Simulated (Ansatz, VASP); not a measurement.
Given: the input of a run of Ansatz 0.2.0 on BAs.

Contents of input.yaml:

```yaml
crystal:
  lattice:
    - [0.0, 2.3885, 2.3885]
    - [2.3885, 0.0, 2.3885]
    - [2.3885, 2.3885, 0.0]
  atoms:
    - { symbol: As, position: [0.75, 0.75, 0.75] }
    - { symbol: B, position: [0.0, 0.0, 0.0] }
hamiltonian:
  xc: blyp
  pseudopotentials: { kind: paw }
kpoints:
  mp_grid: { grid: [10, 10, 10] }
scf:
  occupations: { method: fermi_dirac, width: 0.05 }
output:
  forces: true
  stress: true
relax:
  f_tol: 0.01
  max_steps: 40
  cell: { stress_tol: 0.05 }
```

Potentials or basis: Ansatz PAW.

The run is started by

```sh
$ ansatz run input.yaml --threads 2 --pin off --max-ram 5632MiB --backend cpu --events-out ev --progress --plain --runs-dir out
```

Task: Translate it to VASP 6.6.1. Potentials there: VASP PAW PBE potentials, release 64 (As, B).

Result: As run (the cutoff follows the program's own potentials):

File INCAR:

```
SYSTEM = BAs
  PREC = Accurate
  ENCUT = 600
  EDIFF = 1E-7
  ISMEAR = -1
  SIGMA = 0.05
  LREAL = .False.
  LASPH = .True.
  NELM = 80
  ALGO = Normal
  ISIF = 3
  LWAVE = .False.
  LCHARG = .False.
  GGA = B5
  ALDAX = 1.0
  AGGAX = 1.0
  AGGAC = 1.0
  ALDAC = 0.0
  IBRION = 2
  NSW = 40
  EDIFFG = -0.005
```

KPOINTS

```
Automatic mesh
0
Gamma
  10 10 10
  0 0 0
```

File POSCAR:

```
BAs
1.0
    0.0000000000      2.3885000000      2.3885000000
    2.3885000000      0.0000000000      2.3885000000
    2.3885000000      2.3885000000      0.0000000000
As B
1 1
Direct
    0.7500000000      0.7500000000      0.7500000000
    0.0000000000      0.0000000000      0.0000000000
```

Potentials or basis: VASP PAW PBE potentials, release 64 (As, B).

Command:

```console
$ cat potpaw_PBE.64/As/POTCAR potpaw_PBE.64/B/POTCAR > POTCAR
$ mpirun -np 1 vasp_std > vasp.out
```

Both were run:

|  | VASP | Ansatz | Ansatz less VASP |
| --- | --- | --- | --- |
| relaxed volume (Å³/atom) | 14.54 | 14.45 | -0.084 |
| relaxed cell length with the largest relative difference (Å) | 3.452 | 3.445 | -0.0067 |

VASP's potentials were made for PBE, not for BLYP. VASP's potentials hold 8 valence electrons a cell and Ansatz's 18, so a difference there can come from the potentials and not from the codes.

Noted on Ansatz's run: the plane-wave basis is chosen anew once the cell has moved, so the energies of steps on either side of that aren't comparable.
